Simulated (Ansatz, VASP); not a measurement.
# Two plane-wave programs on Ni

Contents of INCAR:

```
PREC     = Accurate       # precision mode
ENCUT    = 520            # plane-wave cutoff, eV
EDIFF    = 1E-6           # SCF threshold, eV
ISMEAR   = -1             # smearing method
SIGMA    = 0.1            # smearing width, eV
LREAL    = F              # projectors in reciprocal space
LASPH    = T              # aspherical terms in the spheres
NELM     = 150            # most SCF steps
ALGO     = Normal         # electronic algorithm
ISIF     = 2              # what is computed and relaxed
LWAVE    = F              # write WAVECAR
LCHARG   = F              # write CHGCAR
ISPIN    = 2              # spin polarisation
MAGMOM   = 2 2            # initial moments
LORBIT   = 11             # projections on sites
LMAXMIX  = 4              # l up to which the mixer works
GGA      = CA             # functional
NBANDS   = 21             # bands
```

KPOINTS

```
Automatic mesh
0
Gamma
  12 12 6
```

File POSCAR:

```
Ni
1.0
    0.0000000000      1.7758000000      1.7758000000
    1.7758000000      0.0000000000      1.7758000000
    3.5516000000      3.5516000000      0.0000000000
Ni
2
Direct
    0.0000000000      0.0000000000      0.0000000000
    0.0000000000      0.0000000000      0.5000000000
```

Input for Ansatz:

```yaml
crystal:
  lattice:
    - [0.0, 1.7758, 1.7758]
    - [1.7758, 0.0, 1.7758]
    - [3.5516, 3.5516, 0.0]
  atoms:
    - { symbol: Ni, position: [0.0, 0.0, 0.0], spin: 2.0 }
    - { symbol: Ni, position: [0.0, 0.0, 0.5], spin: 2.0 }
magnetization:
  spin_polarized: true
hamiltonian:
  xc: lda
  pseudopotentials: { kind: paw }
basis:
  ecutwfc: 420
kpoints:
  mp_grid: { grid: [12, 12, 6] }
scf:
  occupations: { method: fermi_dirac, width: 0.1 }
output:
  forces: true
  stress: true
```

Alike in both runs: task single point; functional LDA; k mesh 12 × 12 × 6; occupations fermi-dirac, width 0.1 eV; collinear spin.

|  | VASP | Ansatz |
| --- | --- | --- |
| version | VASP 6.6.1 | Ansatz 0.2.0 |
| potentials or method | VASP PAW LDA potentials, release 64 (Ni), cutoff 520 eV | PAW, plane waves, scalar-relativistic |
| valence electrons in the cell | 20 | 36 |

Ansatz gave:

```
pressure (GPa)                                                : -21.0
net moment per atom (μB)                                      : 0.62
size of the moment on the site where the two differ most (μB) : 0.65
```

Q: What did VASP give for the same quantities?

A: Pressure (GPa): -20.9; net moment per atom (μB): 0.58; size of the moment on the site where the two differ most (μB): 0.58.

LDA's correlation is that of Perdew and Zunger in VASP and of Perdew and Wang (1992) in Ansatz. Site moments also hang on the region over which each program counts them. VASP's potentials hold 20 valence electrons a cell and Ansatz's 36, so a difference there can come from the potentials and not from the codes.
